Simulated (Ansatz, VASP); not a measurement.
**HfO2: VASP beside Ansatz**

Contents of POSCAR:

```
HfO2
1.0
    5.2472091409      0.0000000000      0.0000000000
    0.0000000000      5.0307626710      0.0000000000
    0.0000000000      0.0000000000      5.0597813407
Hf O
4 8
Direct
    0.0227242601      0.2619058905      0.2300690865
    0.4772757404      0.2619058905      0.7300690865
    0.5227242601      0.7380941085      0.2300690865
    0.9772757404      0.7380941085      0.7300690865
    0.3472231990      0.0656796219      0.3858764244
    0.1527768015      0.0656796219      0.8858764244
    0.7527589746      0.4561101283      0.4970544891
    0.7472410259      0.4561101283      0.9970544891
    0.2472410259      0.5438898737      0.9970544891
    0.2527589716      0.5438898737      0.4970544891
    0.8472231990      0.9343203771      0.3858764244
    0.6527768015      0.9343203771      0.8858764244
```

INCAR.step1

```
PREC = Accurate ; ENCUT = 520
ISMEAR = 0 ; SIGMA = 0.01
LREAL = False ; LASPH = True
NELM = 60 ; NBANDS = 56
GGA = PE ; ALGO = Normal
EDIFF = 1E-4 ; LWAVE = True
LCHARG = False
```

Contents of INCAR.step2:

```
PREC = Accurate ; ENCUT = 520
EDIFF = 1E-7 ; ISMEAR = 0
SIGMA = 0.01 ; LREAL = False
LASPH = True ; NELM = 60
ALGO = Normal ; ISIF = 2
LWAVE = False ; LCHARG = False
METAGGA = R2SCAN ; LMIXTAU = True
NBANDS = 56 ; ISTART = 1
```

KPOINTS

```
regular mesh
0
Gamma
  6 6 6
```

Input for Ansatz:

```yaml
crystal:
  lattice:
    - [5.2472091409, 0.0, 0.0]
    - [0.0, 5.030762671, 0.0]
    - [0.0, 0.0, 5.0597813407]
  atoms:
    - { symbol: Hf, position: [0.0227242601, 0.2619058905, 0.2300690865] }
    - { symbol: Hf, position: [0.4772757404, 0.2619058905, 0.7300690865] }
    - { symbol: Hf, position: [0.5227242601, 0.7380941085, 0.2300690865] }
    - { symbol: Hf, position: [0.9772757404, 0.7380941085, 0.7300690865] }
    - { symbol: O, position: [0.347223199, 0.0656796219, 0.3858764244] }
    - { symbol: O, position: [0.1527768015, 0.0656796219, 0.8858764244] }
    - { symbol: O, position: [0.7527589746, 0.4561101283, 0.4970544891] }
    - { symbol: O, position: [0.7472410259, 0.4561101283, 0.9970544891] }
    - { symbol: O, position: [0.2472410259, 0.5438898737, 0.9970544891] }
    - { symbol: O, position: [0.2527589716, 0.5438898737, 0.4970544891] }
    - { symbol: O, position: [0.847223199, 0.9343203771, 0.3858764244] }
    - { symbol: O, position: [0.6527768015, 0.9343203771, 0.8858764244] }
basis:
  ecutwfc: 500
  xc_grid: 2
kpoints:
  mp_grid: { grid: [6, 6, 6] }
hamiltonian:
  xc: r2scan
  pseudopotentials: { kind: paw, azcp: { folder: soft_1 } }
scf:
  occupations: { method: fixed }
output:
  forces: true
  stress: true
  eigenvalues: true
  polarization: {}
```

Change from the starting cell: polar distortion scaled by 0.70.

Alike in both runs: task single point; functional r2SCAN; k mesh 6 × 6 × 6; no spin polarisation.

|  | VASP | Ansatz |
| --- | --- | --- |
| version | VASP 6.6.1 | Ansatz 0.2.0 |
| potentials or method | VASP PAW PBE potentials, release 64 (Hf_pv, O), cutoff 520 eV | scalar-relativistic, plane waves, PAW |
| occupations | gaussian, width 0.01 eV | fixed |
| valence electrons in the cell | 88 | 152 |

|  | VASP | Ansatz | Ansatz less VASP |
| --- | --- | --- | --- |
| gap on the k mesh at the Fermi level (eV) | 4.70 | 4.76 | +0.056 |
| least direct gap on the mesh (eV) | 5.20 | 5.23 | +0.027 |
| pressure (GPa) | -2.8 | 0.8 | +3.68 |
| traceless stress, the component that is largest in VASP (GPa) | -3.18 | -3.01 | +0.164 |
| rms of the force components (eV/Å) | 0.420 | 0.438 | +0.0171 |

VASP's potentials were made for PBE, not for r2SCAN. Atom by atom the forces differ by 0.027 eV/Å (rms over components). VASP's potentials hold 88 valence electrons a cell and Ansatz's 152, so a difference there can come from the potentials and not from the codes.

Spin-orbit coupling is off throughout.
